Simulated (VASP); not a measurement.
# Ta: relaxation of cell and atoms with PBE

Ta:

```
CELL_PARAMETERS angstrom
-1.65500 1.65500 1.65500
1.65500 -1.65500 1.65500
1.65500 1.65500 -1.65500
ATOMIC_POSITIONS crystal
Ta 0.00000 0.00000 0.00000
```

```
Program                : VASP 6.6.1
Task                   : relaxation of cell and atoms
Functional             : PBE
Potentials or basis    : VASP PAW PBE potentials, release 64 (Ta_pv)
Cutoff                 : 600 eV
k mesh                 : 54 × 54 × 54
Occupations            : gaussian, width 0.1 eV
Spin                   : no spin polarisation
Dipole correction      : no
Further INCAR settings : ALGO = Fast; EDIFF = 1e-07; IBRION = 2; EDIFFG = -0.003; NSW = 80; ISIF = 3
```

- Relaxed volume: 18.30 Å³/atom
- Relaxed cell: a = 2.875 Å, b = 2.875 Å, c = 2.875 Å, α = 109.47°, β = 109.47°, γ = 109.47°
- Space group after relaxing (to 0.1 Å): Im-3m (No. 229)
- Energy gained by relaxing: 0.9 meV/atom
- Ionic steps: 3
- Pressure after relaxing: 0.0 GPa
- Band gap on the k mesh: zero (an odd number of electrons rules out a gap without spin polarisation)

Step by step:
```csv
step,energy change (eV),largest force (eV/Å),pressure (GPa),volume (Å³)
1,0.0000,0.0000,1.81,18.13
2,0.0037,0.0000,-3.87,18.68
3,-0.0009,0.0000,0.01,18.30
```

Final structure:
```xyz
1
Lattice="-1.6601 1.6601 1.6601 1.6601 -1.6601 1.6601 1.6601 1.6601 -1.6601" Properties=species:S:1:pos:R:3 pbc="T T T"
Ta    0.0000    0.0000    0.0000
```

Levels at points of the mesh, in eV from the Fermi level:
```tsv
k point	band 3	band 4	band 5	band 6	band 7	band 8	band 9
(0.00, 0.00, 0.00)	-33.13	-7.85	0.74	0.74	0.74	3.96	3.96
(0.50, 0.00, 0.00)	-33.14	-4.30	-1.49	1.52	3.83	4.84	7.65
(0.50, 0.50, 0.50)	-33.91	-3.70	-3.70	6.71	6.71	6.71	8.52
```

It took 32 min on 1 thread of Oxide Virtual Turin-like Processor, with other jobs on the host, peak memory 0.9 GiB.

Caveat: spin-orbit coupling is left out, which moves the levels of the heavy elements.
